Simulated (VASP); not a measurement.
**CsH: single point with LDA**

The system is CsH.

```
Cs H
1.0
     0.00000    3.05112    3.05112
     3.05112    0.00000    3.05112
     3.05112    3.05112    0.00000
Cs H
1 1
Direct
  0.00000 0.00000 0.00000
  0.50000 0.50000 0.50000
```

```json
{"Program": "VASP 6.6.1", "Task": "single point", "Functional": "LDA", "Potentials or basis": "VASP PAW LDA potentials, release 64 (Cs_sv, H)", "Cutoff": "520 eV", "k mesh": "8 × 8 × 8", "Occupations": "gaussian, width 0.02 eV", "Spin": "no spin polarisation"}
```

```yaml
Pressure: 0.0 GPa
Band_gap_on_the_k_mesh: 1.73 eV
```

Levels at points of the mesh, in eV from the valence-band top:
| k point | band 3 | band 4 | band 5 | band 6 | band 7 | band 8 |
| --- | --- | --- | --- | --- | --- | --- |
| (0.00, 0.00, 0.00) | -7.85 | -7.85 | -2.18 | 4.93 | 4.93 | 4.93 |
| (0.50, 0.00, 0.00) | -7.99 | -7.99 | 0.00 | 1.73 | 4.45 | 4.45 |
| (0.50, 0.50, 0.00) | -8.25 | -8.25 | -1.65 | 2.53 | 5.83 | 8.48 |

Run time: 5.6 s on 1 thread of Intel(R) Xeon(R) 6975P-C (Granite Rapids), with other jobs on the host, peak memory 0.16 GiB.

Caveat: spin-orbit coupling is left out, which moves the levels of the heavy elements. A k mesh can miss the band edges.
